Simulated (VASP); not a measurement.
Here is a VASP 6.6.1 calculation.

The input INCAR:

```
SYSTEM = KBr
PREC = Accurate
ENCUT = 520
EDIFF = 1E-7
ISMEAR = 0
SIGMA = 0.01
LREAL = .False.
LASPH = .True.
NELM = 100
ALGO = Normal
ISIF = 2
LWAVE = .False.
LCHARG = .False.
GGA = PE
NBANDS = 24
```

Contents of KPOINTS:

```
regular mesh
0
Gamma
  6 6 4
  0 0 0
```

File POSCAR:

```
KBr
1.0
    4.5954907213      0.0000000000      0.0000000000
   -2.2977453607      3.9798117075      0.0000000000
    0.0000000000      0.0000000000      8.0257706166
K Br
2 2
Direct
    0.0000000000      0.0000000000      0.0000000000
    0.0000000000      0.0000000000      0.5000000000
    0.3333333333      0.6666666667      0.2500000000
    0.6666666667      0.3333333333      0.7500000000
```

Potentials or basis: VASP PAW PBE potentials, release 64 (K_sv, Br).

Command:

```bash
$ cat potpaw_PBE.64/K_sv/POTCAR potpaw_PBE.64/Br/POTCAR > POTCAR
$ mpirun -np 1 vasp_std > vasp.out
```

Task: Predict the band gap on the k mesh.

Result: 4.32 eV.

Task: Estimate the pressure.

Result: 0.5 GPa.

Stress tensor (GPa, compression positive):
```
0.42 0.00 0.00
0.00 0.42 0.00
0.00 0.00 0.54
```

A k mesh can miss the band edges.
